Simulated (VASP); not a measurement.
## CaS: single point with PBEsol

The system is CaS.

```
Ca S
1.0
     0.00000    2.81717    2.83126
     2.81717    0.00000    2.83126
     2.81717    2.81717    0.00000
Ca S
1 1
Cartesian
  0.0000 0.0000 0.0000
  2.8172 2.8172 2.8313
```

This cell differs from its parent crystal: z stretched by +0.5 %, x and y held.

* Program: VASP 6.6.1
* Task: single point
* Functional: PBEsol
* Potentials or basis: VASP PAW PBE potentials, release 64 (Ca_sv, S)
* Cutoff: 500 eV
* k mesh: 8 × 8 × 8
* Occupations: gaussian, width 0.01 eV
* Spin: no spin polarisation

```json
{"Pressure": "-0.2 GPa", "Band gap on the k mesh": "2.16 eV (least direct gap 3.00 eV)"}
```

Stress tensor (GPa, compression positive):
```
 0.04  0.00  0.00
 0.00  0.04  0.00
 0.00  0.00 -0.53
```

Levels at points of the mesh, in eV from the valence-band top:
```csv
k point,band 6,band 7,band 8,band 9,band 10,band 11
"(0.00, 0.00, 0.00)",0.00,0.00,0.00,4.05,4.09,4.09
"(0.50, 0.00, 0.00)",-3.26,-1.24,-1.24,5.11,6.10,6.24
"(0.50, 0.50, 0.00)",-2.39,-0.83,-0.83,2.17,5.62,6.03
"(0.50, 0.00, 0.50)",-2.37,-0.85,-0.84,2.16,5.63,6.02
```

Wall time 26 s on 1 thread of AMD EPYC 7R13 Processor (Zen 3), with other jobs on the host, peak memory 0.16 GiB.

Caveat: the cell differs from its parent crystal (z stretched by +0.5 %, x and y held); the PAW data sets were made with another functional, which shifts forces and pressure a little. A k mesh can miss the band edges.
